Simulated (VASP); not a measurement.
# RbBr (I4/mmm) in VASP: notebook

Runs on RbBr. Level: PBEsol. Tasks: single point.

Program: VASP 6.6.1. These are calculated values, not measurements. Logs are shortened: lines on timing, memory, paths and dates and some standing lists are left out, and cuts for length are marked.

## 1. The cell of the first run

The structure is tetragonal, space group I4/mmm (No. 139). The conventional cell has a = 5.441 Å, b = 5.441 Å, c = 5.440 Å, α = 90.00°, β = 90.00°, γ = 90.00°. Within 3.6 Å of Rb (site symmetry 4/mmm) lie 2 Br at 2.72 Å. Within 3.6 Å of Br (site symmetry 4/mmm) lie 2 Rb at 2.72 Å.

## 2. Single point, PBEsol

Input file INCAR:

```
SYSTEM = RbBr
  PREC = Accurate
  ENCUT = 520
  EDIFF = 1E-6
  ISMEAR = 0
  SIGMA = 0.05
  LREAL = .FALSE.
  LASPH = .TRUE.
  NELM = 100
  ALGO = Normal
  ISIF = 2
  LWAVE = .FALSE.
  LCHARG = .TRUE.
  GGA = PS
  LELF = .TRUE.
  LVHAR = .TRUE.
  NBANDS = 15
```

Input file KPOINTS:

```
regular mesh
0
G
  6 6 6
  0 0 0
```

Input file POSCAR:

```
RbBr
1.0
    0.0000000000      3.8474323490      2.7201346708
    3.8474323490      0.0000000000      2.7201346708
    3.8474323490      3.8474323490      0.0000000000
Rb Br
1 1
Direct
    0.0000000000      0.0000000000      0.0000000000
    0.5000000000      0.5000000000      0.5000000000
```

Potentials or basis: VASP PAW PBE potentials, release 64 (Rb_sv, Br).

The run is started by

```sh
> cat potpaw_PBE.64/Rb_sv/POTCAR potpaw_PBE.64/Br/POTCAR > POTCAR
> mpirun -np 1 vasp_std > vasp.out
```

OUTCAR:

```text
SYSTEM = RbBr
   PREC = Accurate
   ENCUT = 520
   EDIFF = 1E-6
   ISMEAR = 0
   LREAL = .FALSE.
   LASPH = .TRUE.
   NELM = 100
   ISIF = 2
   GGA = PS

 ion  position               nearest neighbor table
   1  0.000  0.000  0.000-   2 2.72   2 2.72   2 3.85   2 3.85   2 3.85   2 3.85
   2  0.500  0.500  0.500-   1 2.72   1 2.72   1 3.85   1 3.85   1 3.85   1 3.85

  LATTYP: Found a body centered tetragonal cell.
 ALAT       =     5.4410910083
 C/A-ratio  =     0.9998489886

  Lattice vectors:

 A1 = (   0.0000000000,  -3.8474323490,  -2.7201346708)
 A2 = (   0.0000000000,   3.8474323490,  -2.7201346708)
 A3 = (   3.8474323490,   0.0000000000,   2.7201346708)

Analysis of symmetry for initial positions (statically):
=====================================================================
 Subroutine PRICEL returns:
 Original cell was already a primitive cell.

 Routine SETGRP: Setting up the symmetry group for a
 body centered tetragonal supercell.

 Subroutine GETGRP returns: Found 16 space group operations
 (whereof 16 operations were pure point group operations)
 out of a pool of 16 trial point group operations.

The static configuration has the point symmetry D_4h.

Analysis of symmetry for dynamics (positions and initial velocities):
=====================================================================
 Subroutine PRICEL returns:
 Original cell was already a primitive cell.

 Routine SETGRP: Setting up the symmetry group for a
 body centered tetragonal supercell.

 Subroutine GETGRP returns: Found 16 space group operations
 (whereof 16 operations were pure point group operations)
 out of a pool of 16 trial point group operations.

The dynamic configuration has the point symmetry D_4h.

 Subroutine INISYM returns: Found 16 space group operations
 (whereof 16 operations are pure point group operations),
 and found     1 'primitive' translations

----------------------------------------------------------------------------------------

                                     Primitive cell

  volume of cell :      80.5309

  direct lattice vectors                    reciprocal lattice vectors
     0.000000000  3.847432349  2.720134671    -0.129956801  0.129956801  0.183814429
     3.847432349  0.000000000  2.720134671     0.129956801 -0.129956801  0.183814429
     3.847432349  3.847432349  0.000000000     0.129956801  0.129956801 -0.183814429

  length of vectors
     4.711885855  4.711885855  5.441091008     0.259933231  0.259933231  0.259933231

  position of ions in fractional coordinates (direct lattice)
     0.000000000  0.000000000  0.000000000
     0.500000000  0.500000000  0.500000000

  ion indices of the primitive-cell ions
   primitive index   ion index
                 1           1
                 2           2

----------------------------------------------------------------------------------------

 KPOINTS: regular mesh

Automatic generation of k-mesh.
 Grid dimensions read from file:
 generate k-points for:    6    6    6

 Generating k-lattice:

  Cartesian coordinates                     Fractional coordinates (reciprocal lattice)
    -0.021659467  0.021659467  0.030635738     0.166666667  0.000000000  0.000000000
     0.021659467 -0.021659467  0.030635738     0.000000000  0.166666667  0.000000000
     0.021659467  0.021659467 -0.030635738     0.000000000  0.000000000  0.166666667

  Length of vectors
     0.043322205  0.043322205  0.043322205

  Shift w.r.t. Gamma in fractional coordinates (k-lattice)
     0.000000000  0.000000000  0.000000000

 Subroutine IBZKPT returns following result:
 ===========================================

 Found     30 irreducible k-points:

 Following reciprocal coordinates:
            Coordinates               Weight
  0.000000  0.000000  0.000000      1.000000
  0.166667  0.000000  0.000000      8.000000
  0.333333  0.000000  0.000000      8.000000
  0.500000  0.000000  0.000000      4.000000
  0.166667  0.166667  0.000000      2.000000
  0.333333  0.166667  0.000000      8.000000
[... 16 lines left out ...]
  0.333333  0.000000  0.333333      4.000000
  0.500000  0.000000  0.333333     16.000000
 [... further k-points ...]
   k-points           NKPTS =     30   k-points in BZ     NKDIM =     30   number of bands    NBANDS=     15
   number of dos      NEDOS =    301   number of ions     NIONS =      2
   total plane-waves  NPLWV =  51840
   dimension x,y,z NGX =    36 NGY =   36 NGZ =   40
   dimension x,y,z NGXF=    72 NGYF=   72 NGZF=   80
   ions per type =               1   1
   NGX,Y,Z   is equivalent  to a cutoff of  12.70, 12.70, 12.22 a.u.
   NGXF,Y,Z  is equivalent  to a cutoff of  25.40, 25.40, 24.44 a.u.
 SYSTEM =  RbBr
   PREC   = accura    normal or accurate (medium, high low for compatibility)
   ISTART =      0    job   : 0-new  1-cont  2-samecut
   ICHARG =      2    charge: 1-file 2-atom 10-const
   ISPIN  =      1    spin polarized calculation?
   LNONCOLLINEAR =      F non collinear calculations
   LSORBIT =      F    spin-orbit coupling
   LASPH  =      T    aspherical Exc in radial PAW
   ENCUT  =  520.0 eV  38.22 Ry    6.18 a.u.   8.76  8.76 10.12*2*pi/ulx,y,z
   NELM   =    100;   NELMIN=  2; NELMDL= -5     # of ELM steps
   EDIFF  = 0.1E-05   stopping-criterion for ELM
   LREAL  =      F    real-space projection
   EDIFFG = 0.1E-04   stopping-criterion for IOM
   NSW    =      0    number of steps for IOM
   IBRION =     -1    ionic relax: 0-MD 1-quasi-New 2-CG
   NFREE  =      0    steps in history (QN), initial steepest desc. (CG)
   ISIF   =      2    stress and relaxation
   ISYM   =      2    0-nonsym 1-usesym 2-fastsym
   POTIM  = 0.5000    time-step for ionic-motion
   TEBEG  =    0.0;   TEEND  =   0.0 temperature during run
   PSTRESS=    0.0 pullay stress
   NELECT =      16.0000    total number of electrons
   NUPDOWN=      -1.0000    fix difference up-down
   EMIN   =  10.00;   EMAX   =-10.00  energy-range for DOS
   EFERMI =   0.00;   METHOD = LEGACY
   ISMEAR =     0;   SIGMA  =   0.05  broadening in eV -4-tet -1-fermi 0-gaus
   EFERMI_NEDOS =   21; number of points for ismear=-14 and -15
   IALGO  =     38    algorithm
   IMIX   =      4    mixing-type and parameters
     AMIX     =   0.40;   BMIX     =  1.00
     AMIX_MAG =   1.60;   BMIX_MAG =  1.00
  volume/ion in A,a.u.               =      40.27       271.72
  Fermi-wavevector in a.u.,A,eV,Ry     =   0.955273  1.805204 12.415941  0.912546
  Thomas-Fermi vector in A             =   2.084095
   LORBIT       =      0    0 simple, 1 ext, 2 COOP (PROOUT), +10 PAW based schemes
   GGA     = PS    functional components
   LHFCALC =     F    Hartree Fock is set to
   AEXX    =    0.0000 exact exchange contribution
   IVDW    =     0    specifies the selected vdW correction
   LEPSILON=     F    determine dielectric tensor
   LRPA    =     F    only Hartree local field effects (RPA)
 non-spin polarized calculation
 Gauss-broadening in eV      SIGMA  =   0.05
  energy-cutoff  :      520.00
  volume of cell :       80.53
 maximum number of plane-waves:      2214
   NGX = 17   NGY = 17   NGZ = 21

 number of electron      15.9999998 magnetization

 Free energy of the ion-electron system (eV)
  ---------------------------------------------------
  ext. energy  EPLUGINS =         0.00000000
  ---------------------------------------------------
  free energy    TOTEN  =        -5.18367734 eV

  energy without entropy =       -5.18367734  energy(sigma->0) =       -5.18367734

 E-fermi :  -0.3931     XC(G=0):  -7.2090

 val. band max:       -0.6223076310   @ k =   0.0000   0.0000   0.0000
 cond. band min:       2.0846022002   @ k =   0.0000   0.0000   0.0000
 fundamental gap:      2.7069098312
 Fermi energy:        -0.3931048528

 k-point     1 :       0.0000    0.0000    0.0000
  band No.  band energies     occupation
      1     -25.9592      2.00000
      2     -14.1351      2.00000
      3     -10.6727      2.00000
      4     -10.0643      2.00000
      5     -10.0643      2.00000
      6      -1.9669      2.00000
      7      -1.9669      2.00000
      8      -0.6223      2.00000
      9       2.0846      0.00000
     10       5.0035      0.00000
     11       5.0035      0.00000
     12       5.2836      0.00000
     13       7.1729      0.00000
     14       8.4750      0.00000
     15       9.6621      0.00000

 k-point     2 :       0.1667    0.0000    0.0000
  band No.  band energies     occupation
      1     -25.9545      2.00000
      2     -14.2692      2.00000
      3     -10.3761      2.00000
      4     -10.0791      2.00000
      5     -10.0787      2.00000
      6      -2.1618      2.00000
      7      -2.0821      2.00000
      8      -1.2208      2.00000
      9       2.6172      0.00000
     10       5.3036      0.00000
     11       5.4542      0.00000
     12       5.6620      0.00000
     13       6.8128      0.00000
     14       9.3795      0.00000
     15      10.0705      0.00000

 k-point     3 :       0.3333    0.0000    0.0000
  band No.  band energies     occupation
      1     -25.9451      2.00000
      2     -14.4987      2.00000
      3     -10.1174      2.00000
      4     -10.1071      2.00000
      5      -9.7626      2.00000
      6      -2.6115      2.00000
      7      -2.2906      2.00000
      8      -2.1596      2.00000
      9       3.8184      0.00000
     10       5.6062      0.00000
     11       6.4399      0.00000
     12       6.8116      0.00000
     13       7.1543      0.00000
     14       8.7152      0.00000
     15      10.2573      0.00000
[... 343 lines left out ...]
 k-point    23 :       0.3333    0.0000    0.3333
  band No.  band energies     occupation
      1     -25.9505      2.00000
      2     -14.1135      2.00000
      3     -10.7268      2.00000
      4     -10.2163      2.00000
      5     -10.0622      2.00000
      6      -2.4263      2.00000
      7      -1.9963      2.00000
      8      -0.6896      2.00000
      9       3.8862      0.00000
     10       4.2805      0.00000
     11       6.5047      0.00000
     12       6.8215      0.00000
     13       7.9975      0.00000
     14       8.6529      0.00000
     15       8.8634      0.00000

 k-point    24 :       0.5000    0.0000    0.3333
  band No.  band energies     occupation
      1     -25.9458      2.00000
      2     -14.2477      2.00000
      3     -10.4288      2.00000
      4     -10.2433      2.00000
      5     -10.0770      2.00000
      6      -2.4633      2.00000
      7      -2.1425      2.00000
      8      -1.2651      2.00000
      9       4.5444      0.00000
     10       4.7510      0.00000
     11       6.2150      0.00000
     12       7.4319      0.00000
     13       8.0842      0.00000
     14       8.2248      0.00000
     15       9.6210      0.00000

 [... further k-points ...]

------------------------ aborting loop because EDIFF is reached ----------------------------------------

  FORCE on cell =-STRESS in cart. coord.  units (eV):
  Direction    XX          YY          ZZ          XY          YZ          ZX
  --------------------------------------------------------------------------------------
  -------------------------------------------------------------------------------------
  Total       -0.6440971     -0.6440971     13.5881040      0.0000000     -0.0000000     -0.0000000
  in kB      -12.8144371    -12.8144371    270.3379770      0.0000000     -0.0000000     -0.0000000
  external PRESSURE =      81.5697009 kB  Pullay stress =       0.0000000 kB

 VOLUME and BASIS-vectors are now :
 -----------------------------------------------------------------------------
  energy-cutoff  :      520.00
  volume of cell :       80.53
      direct lattice vectors                 reciprocal lattice vectors
     0.000000000  3.847432349  2.720134671    -0.129956801  0.129956801  0.183814429
     3.847432349  0.000000000  2.720134671     0.129956801 -0.129956801  0.183814429
     3.847432349  3.847432349  0.000000000     0.129956801  0.129956801 -0.183814429

 POSITION                                       TOTAL-FORCE (eV/Angst)
 -----------------------------------------------------------------------------------
      0.00000      0.00000      0.00000        -0.000000      0.000000     -0.000000
      3.84743      3.84743      2.72013         0.000000     -0.000000      0.000000
 -----------------------------------------------------------------------------------
    total drift:                                0.000000      0.000000      0.000000

  FREE ENERGIE OF THE ION-ELECTRON SYSTEM (eV)
  ---------------------------------------------------
  free  energy   TOTEN  =        -5.1836773441 eV

  energy  without entropy=       -5.1836773441  energy(sigma->0) =       -5.18367734
```

Run time: 66 s. Hardware: 1 thread of Intel Xeon 8259CL, shared host; peak memory 0.23 GiB.

What came out:

- Free energy: -5.1837 eV
- Pressure: 8.2 GPa
- Band gap on the k mesh: 2.71 eV

Caveat: the cell stands under pressure; the PAW data sets were made with another functional, which shifts forces and pressure a little.

## 3. Single point, PBEsol

This run uses another cell than the first one, of the same volume but with other edges.

Input file INCAR:

```
PREC     = Accurate       # precision mode
ENCUT    = 520            # plane-wave cutoff, eV
EDIFF    = 1E-6           # SCF threshold, eV
ISMEAR   = 0              # smearing method
SIGMA    = 0.05           # smearing width, eV
LREAL    = F              # projectors in reciprocal space
LASPH    = T              # aspherical terms in the spheres
NELM     = 80             # most SCF steps
ALGO     = Normal         # electronic algorithm
ISIF     = 2              # what is computed and relaxed
LWAVE    = F              # write WAVECAR
LCHARG   = F              # write CHGCAR
GGA      = PS             # functional
NBANDS   = 15             # bands
```

Input file KPOINTS:

```
Automatic mesh
0
Gamma
  6 6 6
```

Input file POSCAR:

```
RbBr
1.0
    0.0000000000      3.0537090791      4.3179446379
    3.0537090791      0.0000000000      4.3179446379
    3.0537090791      3.0537090791      0.0000000000
Rb Br
1 1
Direct
    0.0000000000      0.0000000000      0.0000000000
    0.5000000000      0.5000000000      0.5000000000
```

Potentials or basis: VASP PAW PBE potentials, release 64 (Rb_sv, Br).

The run is started by

```sh
> cat potpaw_PBE.64/Rb_sv/POTCAR potpaw_PBE.64/Br/POTCAR > POTCAR
> mpirun -np 1 vasp_std > vasp.out
```

It took 58 s on 1 thread of Intel Xeon 8259CL, shared host; peak memory 0.22 GiB.

Results (log left out):

```yaml
Free_energy: -5.8852 eV
Pressure: 4.5 GPa
Band_gap_on_the_k_mesh: 3.87 eV
```

Stress tensor (GPa, compression positive):
```
 7.33  0.00  0.00
 0.00  7.33  0.00
 0.00  0.00 -1.08
```

Levels at points of the mesh, in eV from the valence-band top:
```tsv
k point	band 4	band 5	band 6	band 7	band 8	band 9	band 10	band 11	band 12	band 13
(0.00, 0.00, 0.00)	-8.56	-8.56	-0.44	0.00	0.00	3.87	5.81	7.83	7.95	7.95
(0.50, 0.00, 0.00)	-8.45	-8.21	-1.48	-0.77	-0.72	6.36	6.99	9.51	9.53	9.62
(0.50, 0.50, 0.00)	-8.58	-8.58	-0.89	-0.04	-0.04	5.35	7.09	7.50	8.78	9.72
(0.50, 0.00, 0.50)	-8.87	-8.55	-0.48	-0.32	-0.21	5.41	7.15	8.10	9.01	9.67
```

Caveat: the cell stands under pressure; the PAW data sets were made with another functional, which shifts forces and pressure a little.

## 4. Single point, PBEsol

This run uses another cell than the first one, of the same volume but with other edges.

Input file INCAR:

```
ALGO = Normal
EDIFF = 1E-7
ENCUT = 520
GGA = PS
ISIF = 2
ISMEAR = 0
LASPH = True
LCHARG = False
LREAL = False
LWAVE = False
NBANDS = 15
NELM = 60
PREC = Accurate
SIGMA = 0.05
```

Input file KPOINTS:

```
k-points
0
Gamma
  6 6 6
```

Input file POSCAR:

```
RbBr
1.0
    0.0000000000      3.6182993005      3.0755544054
    3.6182993005      0.0000000000      3.0755544054
    3.6182993005      3.6182993005      0.0000000000
Rb Br
1 1
Direct
    0.0000000000      0.0000000000      0.0000000000
    0.5000000000      0.5000000000      0.5000000000
```

Potentials or basis: VASP PAW PBE potentials, release 64 (Rb_sv, Br).

The run is started by

```sh
> cat potpaw_PBE.64/Rb_sv/POTCAR potpaw_PBE.64/Br/POTCAR > POTCAR
> mpirun -np 1 vasp_std > vasp.out
```

OUTCAR:

```text
EDIFF = 1E-7
   ENCUT = 520
   GGA = PS
   ISIF = 2
   ISMEAR = 0
   LASPH = True
   LREAL = False
   NELM = 60
   PREC = Accurate

 ion  position               nearest neighbor table
   1  0.000  0.000  0.000-   2 3.08   2 3.08   2 3.62   2 3.62   2 3.62   2 3.62
   2  0.500  0.500  0.500-   1 3.08   1 3.08   1 3.62   1 3.62   1 3.62   1 3.62

  LATTYP: Found a body centered tetragonal cell.
 ALAT       =     5.1170479435
 C/A-ratio  =     1.2020815280

  Lattice vectors:

 A1 = (   0.0000000000,  -3.6182993005,  -3.0755544054)
 A2 = (   0.0000000000,   3.6182993005,  -3.0755544054)
 A3 = (   3.6182993005,   0.0000000000,   3.0755544054)

Analysis of symmetry for initial positions (statically):
=====================================================================
 Subroutine PRICEL returns:
 Original cell was already a primitive cell.

 Routine SETGRP: Setting up the symmetry group for a
 body centered tetragonal supercell.

 Subroutine GETGRP returns: Found 16 space group operations
 (whereof 16 operations were pure point group operations)
[... 177 lines left out ...]
      5     -10.2313      2.00000
      6      -1.9065      2.00000
      7      -1.9065      2.00000
      8      -1.5909      2.00000
      9       2.3086      0.00000
     10       5.0949      0.00000
     11       5.0949      0.00000
     12       5.8013      0.00000
     13       6.1128      0.00000
     14       6.9276      0.00000
[... 401 lines left out ...]
      2     -14.0589      2.00000
      3     -10.3881      2.00000
      4     -10.3467      2.00000
      5     -10.2604      2.00000
      6      -2.4356      2.00000
      7      -2.1252      2.00000
      8      -1.9352      2.00000
      9       4.2166      0.00000
     10       5.1917      0.00000
     11       6.6733      0.00000
     12       7.4202      0.00000
     13       7.9384      0.00000
     14       8.4489      0.00000
     15       8.6936      0.00000

 [... further k-points ...]

------------------------ aborting loop because EDIFF is reached ----------------------------------------

  FORCE on cell =-STRESS in cart. coord.  units (eV):
  Direction    XX          YY          ZZ          XY          YZ          ZX
  --------------------------------------------------------------------------------------
  -------------------------------------------------------------------------------------
  Total       -0.5216077     -0.5216077      3.1611052      0.0000000      0.0000000      0.0000000
  in kB      -10.3774868    -10.3774868     62.8908033      0.0000000      0.0000000      0.0000000
  external PRESSURE =      14.0452766 kB  Pullay stress =       0.0000000 kB

 VOLUME and BASIS-vectors are now :
 -----------------------------------------------------------------------------
  energy-cutoff  :      520.00
  volume of cell :       80.53
      direct lattice vectors                 reciprocal lattice vectors
     0.000000000  3.618299300  3.075554405    -0.138186468  0.138186468  0.162572315
     3.618299300  0.000000000  3.075554405     0.138186468 -0.138186468  0.162572315
     3.618299300  3.618299300  0.000000000     0.138186468  0.138186468 -0.162572315

 POSITION                                       TOTAL-FORCE (eV/Angst)
 -----------------------------------------------------------------------------------
      0.00000      0.00000      0.00000         0.000000     -0.000000     -0.000000
      3.61830      3.61830      3.07555        -0.000000      0.000000      0.000000
 -----------------------------------------------------------------------------------
    total drift:                                0.000000      0.000000      0.000000

  FREE ENERGIE OF THE ION-ELECTRON SYSTEM (eV)
  ---------------------------------------------------
  free  energy   TOTEN  =        -6.1844111331 eV

  energy  without entropy=       -6.1844111331  energy(sigma->0) =       -6.18441113
```

It took 66 s on 1 thread of Intel Xeon 8259CL, shared host; peak memory 0.23 GiB.

Results:

- Free energy: -6.1844 eV
- Pressure: 1.4 GPa
- Band gap on the k mesh: 3.90 eV

Caveat: the PAW data sets were made with another functional, which shifts forces and pressure a little.

[end of part 1 of 2]
